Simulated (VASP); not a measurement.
KBr:

```
K Br
1.0
     0.00000    3.30225    3.30225
     3.30225    0.00000    3.30225
     3.30225    3.30225    0.00000
K Br
1 1
Direct
  0.00000 0.00000 0.00000
  0.50000 0.50000 0.50000
```

Base run:

```yaml
Program: VASP 6.6.1
Functional: r2SCAN
Potentials_or_basis: VASP PAW PBE potentials, release 64 (K_sv, Br)
Cutoff: 520 eV
k_mesh: 6 × 6 × 6
Occupations: gaussian, width 0.01 eV
Spin: no spin polarisation
```

Its results: band gap on the k mesh 5.07 eV, direct; pressure 0.0 GPa.

Problem. The run is repeated on the same cell with these changes: functional from r2SCAN to PBE; k mesh from 6 × 6 × 6 to 4 × 4 × 4. What comes out?

Solution. Band gap on the k mesh 4.43 eV, direct; pressure 0.7 GPa.

Several settings changed at once, so the effect can't be laid on one alone.

Caveats: the PAW data sets were made with another functional, which shifts forces and pressure a little (some runs).

